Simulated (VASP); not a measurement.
# Sr (P6/mmm) in VASP: a series of runs

The runs below take Sr through single point, relaxation of cell and atoms, with PBE.

All numbers are computed with VASP 6.6.1; they aren't measurements. Logs are shortened: lines on timing, memory, paths and dates and some standing lists are left out, and cuts for length are marked.

## 1. The cell of the first run

The structure is hexagonal, space group P6/mmm (No. 191). The conventional cell has a = 7.030 Å, b = 7.030 Å, c = 4.198 Å, α = 90.00°, β = 90.00°, γ = 120.00°. Sr (site symmetry 6/mmm) has 14 Sr at 4.20 to 4.57 Å within 5.5 Å. Sr (site symmetry -6m2) has 11 Sr at 4.06 to 4.57 Å within 5.3 Å.

This isn't the form of Sr at room conditions, which is fcc.

## 2. Single point, PBE (59.90 Å³/atom)

INCAR reads:

```
PREC = Accurate
ENCUT = 520
EDIFF = 1E-6
ISMEAR = -1
SIGMA = 0.1
LREAL = False
LASPH = True
NELM = 60
ALGO = Normal
ISIF = 2
LWAVE = False
LCHARG = False
GGA = PE
NBANDS = 22
```

KPOINTS reads:

```
regular mesh
0
Gamma
  7 7 10
```

POSCAR reads:

```
Sr
1.0
    7.0300692848      0.0000000000      0.0000000000
   -3.5150346424      6.0882185910      0.0000000000
    0.0000000000      0.0000000000      4.1982361770
Sr
3
Direct
    0.0000000000      1.0000000000      0.0000000000
    0.3333333333      0.6666666667      0.5000000000
    0.6666666667      0.3333333333      0.5000000000
```

Potentials or basis: VASP PAW PBE potentials, release 64 (Sr_sv).

The run is started by

```bash
$ cat potpaw_PBE.64/Sr_sv/POTCAR > POTCAR
$ mpirun -np 1 vasp_std > vasp.out
```

OUTCAR:

```text
PREC = Accurate
   ENCUT = 520
   EDIFF = 1E-6
   ISMEAR = -1
   LREAL = False
   LASPH = True
   NELM = 60
   ISIF = 2
   GGA = PE

 ion  position               nearest neighbor table
   1  0.000  0.000  0.000-   2 4.57   3 4.57   2 4.57   3 4.57   2 4.57   2 4.57   3 4.57   3 4.57
                             3 4.57   3 4.57   2 4.57   2 4.57
   2  0.333  0.667  0.500-   3 4.06   3 4.06   3 4.06   1 4.57   1 4.57   1 4.57   1 4.57   1 4.57
                             1 4.57
   3  0.667  0.333  0.500-   2 4.06   2 4.06   2 4.06   1 4.57   1 4.57   1 4.57   1 4.57   1 4.57
                             1 4.57

  LATTYP: Found a hexagonal cell.
 ALAT       =     7.0300692848
 C/A-ratio  =     0.5971827598

  Lattice vectors:

 A1 = (   7.0300692848,   0.0000000000,   0.0000000000)
 A2 = (  -3.5150346424,   6.0882185910,   0.0000000000)
 A3 = (   0.0000000000,   0.0000000000,   4.1982361770)

Analysis of symmetry for initial positions (statically):
=====================================================================
 Subroutine PRICEL returns:
 Original cell was already a primitive cell.

 Routine SETGRP: Setting up the symmetry group for a
 hexagonal supercell.

 Subroutine GETGRP returns: Found 24 space group operations
 (whereof 24 operations were pure point group operations)
 out of a pool of 24 trial point group operations.

The static configuration has the point symmetry D_6h.

Analysis of symmetry for dynamics (positions and initial velocities):
=====================================================================
 Subroutine PRICEL returns:
 Original cell was already a primitive cell.

 Routine SETGRP: Setting up the symmetry group for a
 hexagonal supercell.

 Subroutine GETGRP returns: Found 24 space group operations
 (whereof 24 operations were pure point group operations)
 out of a pool of 24 trial point group operations.

The dynamic configuration has the point symmetry D_6h.

 Subroutine INISYM returns: Found 24 space group operations
 (whereof 24 operations are pure point group operations),
 and found     1 'primitive' translations

----------------------------------------------------------------------------------------

                                     Primitive cell

  volume of cell :     179.6870

  direct lattice vectors                    reciprocal lattice vectors
     7.030069285  0.000000000  0.000000000     0.142246109  0.082125829  0.000000000
    -3.515034642  6.088218591  0.000000000     0.000000000  0.164251658  0.000000000
     0.000000000  0.000000000  4.198236177     0.000000000  0.000000000  0.238195270

  length of vectors
     7.030069285  7.030069285  4.198236177     0.164251658  0.164251658  0.238195270

  position of ions in fractional coordinates (direct lattice)
     0.000000000  0.000000000  0.000000000
     0.333333333  0.666666667  0.500000000
     0.666666667  0.333333333  0.500000000

  ion indices of the primitive-cell ions
   primitive index   ion index
                 1           1
                 2           2
                 3           3

----------------------------------------------------------------------------------------

 KPOINTS: regular mesh

Automatic generation of k-mesh.
 Grid dimensions read from file:
 generate k-points for:    7    7   10

 Generating k-lattice:

  Cartesian coordinates                     Fractional coordinates (reciprocal lattice)
     0.020320873  0.011732261  0.000000000     0.142857143  0.000000000  0.000000000
     0.000000000  0.023464523  0.000000000     0.000000000  0.142857143  0.000000000
     0.000000000  0.000000000  0.023819527     0.000000000  0.000000000  0.100000000

  Length of vectors
     0.023464523  0.023464523  0.023819527

  Shift w.r.t. Gamma in fractional coordinates (k-lattice)
     0.000000000  0.000000000  0.000000000

 Subroutine IBZKPT returns following result:
 ===========================================

 Found     48 irreducible k-points:

 Following reciprocal coordinates:
            Coordinates               Weight
  0.000000  0.000000  0.000000      1.000000
  0.142857  0.000000  0.000000      6.000000
  0.285714  0.000000  0.000000      6.000000
  0.428571  0.000000  0.000000      6.000000
  0.142857  0.142857  0.000000      6.000000
  0.285714  0.142857  0.000000     12.000000
[... 16 lines left out ...]
  0.428571  0.142857  0.200000     12.000000
  0.285714  0.285714  0.200000     12.000000
 [... further k-points ...]
   k-points           NKPTS =     48   k-points in BZ     NKDIM =     48   number of bands    NBANDS=     22
   number of dos      NEDOS =    301   number of ions     NIONS =      3
   total plane-waves  NPLWV =  93312
   dimension x,y,z NGX =    54 NGY =   54 NGZ =   32
   dimension x,y,z NGXF=   108 NGYF=  108 NGZF=   64
   ions per type =               3
   NGX,Y,Z   is equivalent  to a cutoff of  12.77, 12.77, 12.67 a.u.
   NGXF,Y,Z  is equivalent  to a cutoff of  25.54, 25.54, 25.34 a.u.
 SYSTEM =  unknown system
   PREC   = accura    normal or accurate (medium, high low for compatibility)
   ISTART =      0    job   : 0-new  1-cont  2-samecut
   ICHARG =      2    charge: 1-file 2-atom 10-const
   ISPIN  =      1    spin polarized calculation?
   LNONCOLLINEAR =      F non collinear calculations
   LSORBIT =      F    spin-orbit coupling
   LASPH  =      T    aspherical Exc in radial PAW
   ENCUT  =  520.0 eV  38.22 Ry    6.18 a.u.  13.07 13.07  7.81*2*pi/ulx,y,z
   NELM   =     60;   NELMIN=  2; NELMDL= -5     # of ELM steps
   EDIFF  = 0.1E-05   stopping-criterion for ELM
   LREAL  =      F    real-space projection
   EDIFFG = 0.1E-04   stopping-criterion for IOM
   NSW    =      0    number of steps for IOM
   IBRION =     -1    ionic relax: 0-MD 1-quasi-New 2-CG
   NFREE  =      0    steps in history (QN), initial steepest desc. (CG)
   ISIF   =      2    stress and relaxation
   ISYM   =      2    0-nonsym 1-usesym 2-fastsym
   POTIM  = 0.5000    time-step for ionic-motion
   TEBEG  =    0.0;   TEEND  =   0.0 temperature during run
   PSTRESS=    0.0 pullay stress
   NELECT =      30.0000    total number of electrons
   NUPDOWN=      -1.0000    fix difference up-down
   EMIN   =  10.00;   EMAX   =-10.00  energy-range for DOS
   EFERMI =   0.00;   METHOD = LEGACY
   ISMEAR =    -1;   SIGMA  =   0.10  broadening in eV -4-tet -1-fermi 0-gaus
   EFERMI_NEDOS =   21; number of points for ismear=-14 and -15
   IALGO  =     38    algorithm
   IMIX   =      4    mixing-type and parameters
     AMIX     =   0.40;   BMIX     =  1.00
     AMIX_MAG =   1.60;   BMIX_MAG =  1.00
  volume/ion in A,a.u.               =      59.90       404.20
  Fermi-wavevector in a.u.,A,eV,Ry     =   0.901453  1.703499 11.056329  0.812617
  Thomas-Fermi vector in A             =   2.024536
   LORBIT       =      0    0 simple, 1 ext, 2 COOP (PROOUT), +10 PAW based schemes
   GGA     = PE    functional components
   LHFCALC =     F    Hartree Fock is set to
   AEXX    =    0.0000 exact exchange contribution
   IVDW    =     0    specifies the selected vdW correction
   LEPSILON=     F    determine dielectric tensor
   LRPA    =     F    only Hartree local field effects (RPA)
 non-spin polarized calculation
  energy-cutoff  :      520.00
  volume of cell :      179.69
 maximum number of plane-waves:      4864
 NGX is ok and might be reduce to    54
   NGX = 27   NGY = 27   NGZ = 15

 number of electron      30.0000001 magnetization

 Free energy of the ion-electron system (eV)
  ---------------------------------------------------
  ext. energy  EPLUGINS =         0.00000000
  ---------------------------------------------------
  free energy    TOTEN  =        -4.80148289 eV

  energy without entropy =       -4.63492301  energy(sigma->0) =       -4.71820295

 E-fermi :   1.2892     XC(G=0):  -7.0952

 val. band max:        1.2812971787   @ k =   0.2857   0.2857   0.5000
 cond. band min:       1.2906410326   @ k =   0.2857   0.0000   0.4000
 fundamental gap:      0.0093438538
 Fermi energy:         1.2892170886

 k-point     1 :       0.0000    0.0000    0.0000
  band No.  band energies     occupation
      1     -35.5276      2.00000
      2     -35.5140      2.00000
      3     -35.4514      2.00000
      4     -17.5549      2.00000
      5     -17.5549      2.00000
      6     -17.4660      2.00000
[... 14 lines left out ...]
     21       3.8505      0.00000
     22       3.8505      0.00000

 k-point     2 :       0.1429    0.0000    0.0000
  band No.  band energies     occupation
      1     -35.5270      2.00000
      2     -35.5146      2.00000
      3     -35.4514      2.00000
      4     -17.5592      2.00000
      5     -17.5532      2.00000
      6     -17.4614      2.00000
[... 14 lines left out ...]
     21       3.6714      0.00000
     22       3.9349      0.00000

 k-point     3 :       0.2857    0.0000    0.0000
  band No.  band energies     occupation
      1     -35.5254      2.00000
      2     -35.5162      2.00000
      3     -35.4515      2.00000
      4     -17.5675      2.00000
      5     -17.5450      2.00000
      6     -17.4595      2.00000
[... 14 lines left out ...]
     21       3.2445      0.00000
     22       3.9432      0.00000

 k-point     4 :       0.4286    0.0000    0.0000
  band No.  band energies     occupation
      1     -35.5234      2.00000
      2     -35.5181      2.00000
      3     -35.4516      2.00000
      4     -17.5732      2.00000
      5     -17.5307      2.00000
      6     -17.4734      2.00000
[... 14 lines left out ...]
     21       2.9896      0.00000
     22       3.8427      0.00000

 k-point     5 :       0.1429    0.1429    0.0000
  band No.  band energies     occupation
      1     -35.5259      2.00000
      2     -35.5157      2.00000
      3     -35.4515      2.00000
      4     -17.5642      2.00000
      5     -17.5492      2.00000
      6     -17.4592      2.00000
[... 417 lines left out ...]
 k-point    22 :       0.2857    0.1429    0.2000
  band No.  band energies     occupation
      1     -35.5220      2.00000
      2     -35.5156      2.00000
      3     -35.4496      2.00000
      4     -17.5636      2.00000
      5     -17.5310      2.00000
      6     -17.4787      2.00000
[... 14 lines left out ...]
     21       3.1127      0.00000
     22       3.2944      0.00000

 k-point    23 :       0.4286    0.1429    0.2000
  band No.  band energies     occupation
      1     -35.5206      2.00000
      2     -35.5170      2.00000
      3     -35.4496      2.00000
      4     -17.5658      2.00000
      5     -17.5216      2.00000
      6     -17.4833      2.00000
[... 14 lines left out ...]
     21       3.0680      0.00000
     22       3.3327      0.00000

 k-point    24 :       0.2857    0.2857    0.2000
  band No.  band energies     occupation
      1     -35.5200      2.00000
      2     -35.5175      2.00000
      3     -35.4496      2.00000
      4     -17.5656      2.00000
      5     -17.5154      2.00000
      6     -17.4904      2.00000
[... 14 lines left out ...]
     21       2.9452      0.00000
     22       3.4662      0.00000

 [... further k-points ...]

------------------------ aborting loop because EDIFF is reached ----------------------------------------

  FORCE on cell =-STRESS in cart. coord.  units (eV):
  Direction    XX          YY          ZZ          XY          YZ          ZX
  --------------------------------------------------------------------------------------
  -------------------------------------------------------------------------------------
  Total       -0.8733102     -0.8733102     -0.7580832      0.0000000     -0.0000000      0.0000000
  in kB       -7.7868609     -7.7868609     -6.7594406      0.0000000     -0.0000000      0.0000000
  external PRESSURE =      -7.4443875 kB  Pullay stress =       0.0000000 kB

 VOLUME and BASIS-vectors are now :
 -----------------------------------------------------------------------------
  energy-cutoff  :      520.00
  volume of cell :      179.69
      direct lattice vectors                 reciprocal lattice vectors
     7.030069285  0.000000000  0.000000000     0.142246109  0.082125829  0.000000000
    -3.515034642  6.088218591  0.000000000     0.000000000  0.164251658  0.000000000
     0.000000000  0.000000000  4.198236177     0.000000000  0.000000000  0.238195270

 POSITION                                       TOTAL-FORCE (eV/Angst)
 -----------------------------------------------------------------------------------
      0.00000      0.00000      0.00000        -0.000000      0.000000      0.000000
     -0.00000      4.05881      2.09912        -0.000000     -0.000000      0.000000
      3.51503      2.02941      2.09912         0.000000      0.000000     -0.000000
 -----------------------------------------------------------------------------------
    total drift:                                0.000000      0.000000      0.000000

  FREE ENERGIE OF THE ION-ELECTRON SYSTEM (eV)
  ---------------------------------------------------
  free  energy   TOTEN  =        -4.8014828856 eV

  energy  without entropy=       -4.6349230140  energy(sigma->0) =       -4.71820295
```

It took 2.4 min on 1 thread of Intel Xeon Platinum 8488C (Sapphire Rapids), shared host; peak memory 0.37 GiB.

What came out:

```yaml
Free_energy: -4.8015 eV
Pressure: -0.7 GPa
Band_gap_on_the_k_mesh: zero (bands 15 and 16 overlap by 0.23 eV)
```

Levels at points of the mesh, in eV from the Fermi level:
```tsv
k point	band 12	band 13	band 14	band 15	band 16	band 17	band 18	band 19
(0.00, 0.00, 0.00)	-18.66	-3.50	-0.05	0.16	0.16	0.19	0.19	0.43
(0.00, 0.00, 0.50)	-18.69	-1.39	-0.95	0.15	0.15	0.29	0.29	1.66
```

## 3. Single point, PBE (62.11 Å³/atom)

This run uses another cell than the first one, of 62.11 Å³/atom.

INCAR reads:

```
SYSTEM = Sr
PREC = Accurate ; ENCUT = 520
EDIFF = 1E-7 ; ISMEAR = -1
SIGMA = 0.1 ; LREAL = .FALSE.
LASPH = .TRUE. ; NELM = 80
ALGO = Normal ; ISIF = 2
LWAVE = .FALSE. ; LCHARG = .TRUE.
GGA = PE ; LELF = .TRUE.
LVHAR = .TRUE. ; NBANDS = 22
```

KPOINTS reads:

```
regular mesh
0
G
  7 7 10
  0 0 0
```

POSCAR reads:

```
Sr
1.0
    7.1158102872      0.0000000000      0.0000000000
   -3.5579051436      6.1624724773      0.0000000000
    0.0000000000      0.0000000000      4.2494392255
Sr
3
Direct
    0.0000000000      1.0000000000      0.0000000000
    0.3333333333      0.6666666667      0.5000000000
    0.6666666667      0.3333333333      0.5000000000
```

Potentials or basis: VASP PAW PBE potentials, release 64 (Sr_sv).

The run is started by

```bash
$ cat potpaw_PBE.64/Sr_sv/POTCAR > POTCAR
$ mpirun -np 1 vasp_std > vasp.out
```

Wall time 3 min (1 thread of Intel Xeon Platinum 8488C (Sapphire Rapids), shared host); peak memory 0.37 GiB.

The run converged. Its results:

- Free energy: -4.7646 eV
- Pressure: -1.0 GPa
- Band gap on the k mesh: zero (bands 15 and 16 overlap by 0.25 eV)

Stress tensor (GPa, compression positive):
```
-1.08  0.00  0.00
 0.00 -1.08  0.00
 0.00  0.00 -0.96
```

Levels at points of the mesh, in eV from the Fermi level:
| k point | band 13 | band 14 | band 15 | band 16 | band 17 | band 18 |
| --- | --- | --- | --- | --- | --- | --- |
| (0.00, 0.00, 0.00) | -3.44 | -0.04 | 0.16 | 0.16 | 0.18 | 0.18 |
| (0.00, 0.00, 0.50) | -1.38 | -0.96 | 0.18 | 0.18 | 0.31 | 0.31 |

## 4. Relaxation of cell and atoms, PBE

This run uses another cell than the first one, of 56.32 Å³/atom.

INCAR reads:

```
SYSTEM = Sr
PREC = Accurate
ENCUT = 600
EDIFF = 1E-7
ISMEAR = -1
SIGMA = 0.1
LREAL = .False.
LASPH = .True.
NELM = 100
ALGO = Normal
ISIF = 3
LWAVE = .False.
LCHARG = .False.
GGA = PE
IBRION = 2
NSW = 80
EDIFFG = -0.01
```

KPOINTS reads:

```
regular mesh
0
Gamma
  6 6 8
  0 0 0
```

POSCAR reads:

```
Sr
1.0
    6.8275133244      0.0000000000      0.0000000000
   -3.4137566622      5.9127999836      0.0000000000
    0.0000000000      0.0000000000      4.1852656678
Sr
3
Direct
    0.0000000000      0.0000000000      0.0000000000
    0.3333333333      0.6666666667      0.5000000000
    0.6666666667      0.3333333333      0.5000000000
```

The run is started by

```bash
$ cat potpaw_PBE.64/Sr_sv/POTCAR > POTCAR
$ mpirun -np 1 vasp_std > vasp.out
```

It took 5.1 min on 1 thread of Intel Xeon Platinum 8488C (Sapphire Rapids), shared host; peak memory 0.4 GiB.

The run converged. Its results:

* Free energy: -4.8324 eV
* Relaxed volume: 55.48 Å³/atom
* Relaxed cell: a = 6.847 Å, b = 6.847 Å, c = 4.100 Å, α = 90.00°, β = 90.00°, γ = 120.00°
* Space group after relaxing (to 0.1 Å): P6/mmm (No. 191)
* Energy gained by relaxing: 2.0 meV/atom
* Ionic steps: 3
* Pressure after relaxing: 0.0 GPa
* Band gap on the k mesh: zero (bands 15 and 16 overlap by 0.21 eV)

The path:
| step | energy change (eV) | largest force (eV/Å) | pressure (GPa) | volume (Å³) |
| --- | --- | --- | --- | --- |
| 1 | 0.0000 | 0.0000 | -0.12 | 168.96 |
| 2 | -0.0038 | 0.0000 | -0.07 | 167.92 |
| 3 | -0.0059 | 0.0000 | 0.01 | 166.45 |

Final structure:
```cif
data_structure
_symmetry_space_group_name_H-M 'P 1'
_symmetry_Int_Tables_number 1
_cell_length_a 6.8467
_cell_length_b 6.8467
_cell_length_c 4.1001
_cell_angle_alpha 90.000
_cell_angle_beta 90.000
_cell_angle_gamma 120.000
_cell_volume 166.45
loop_
_atom_site_label
_atom_site_type_symbol
_atom_site_fract_x
_atom_site_fract_y
_atom_site_fract_z
_atom_site_occupancy
Sr1 Sr 0.00000 0.00000 0.00000 1
Sr2 Sr 0.33333 0.66667 0.50000 1
Sr3 Sr 0.66667 0.33333 0.50000 1
```

Levels at points of the mesh, in eV from the Fermi level:
| k point | band 11 | band 12 | band 13 | band 14 | band 15 | band 16 | band 17 | band 18 | band 19 |
| --- | --- | --- | --- | --- | --- | --- | --- | --- | --- |
| (0.00, 0.00, 0.00) | -18.51 | -18.50 | -3.61 | -0.08 | 0.18 | 0.18 | 0.22 | 0.22 | 0.53 |
| (0.50, 0.00, 0.00) | -18.53 | -18.50 | -2.35 | -2.32 | -1.01 | 0.18 | 1.06 | 1.26 | 1.29 |
| (0.00, 0.00, 0.50) | -18.53 | -18.53 | -1.39 | -0.95 | 0.07 | 0.07 | 0.23 | 0.23 | 1.73 |
| (0.50, 0.00, 0.50) | -18.53 | -18.52 | -0.80 | -0.76 | -0.01 | 0.05 | 0.08 | 0.51 | 0.92 |

## 5. The runs side by side

| task | cell | k mesh | cutoff (eV) | gap on the mesh (eV) | pressure (GPa) |
| --- | --- | --- | --- | --- | --- |
| single point | a = 7.030, b = 7.030, c = 4.198 Å, angles 90.0, 90.0, 120.0°, 3 atoms | 7 × 7 × 10 | 520 | none | -0.7 |
| single point | a = 7.116, b = 7.116, c = 4.249 Å, angles 90.0, 90.0, 120.0°, 3 atoms | 7 × 7 × 10 | 520 | none | -1.0 |
| relaxation of cell and atoms | relaxed from a = 6.828, b = 6.828, c = 4.185 Å, angles 90.0, 90.0, 120.0°, 3 atoms | 6 × 6 × 8 | 600 | none | 0.0 |

Alike in all rows: level PBE; potentials or basis VASP PAW PBE potentials, release 64 (Sr_sv); no spin polarisation; smearing fermi-dirac 0.1 eV.

Total energies depend on the potentials used, so only differences within one code and one set of settings carry meaning.

The gap in the log of VASP goes by the Fermi energy; the results here count the filled bands.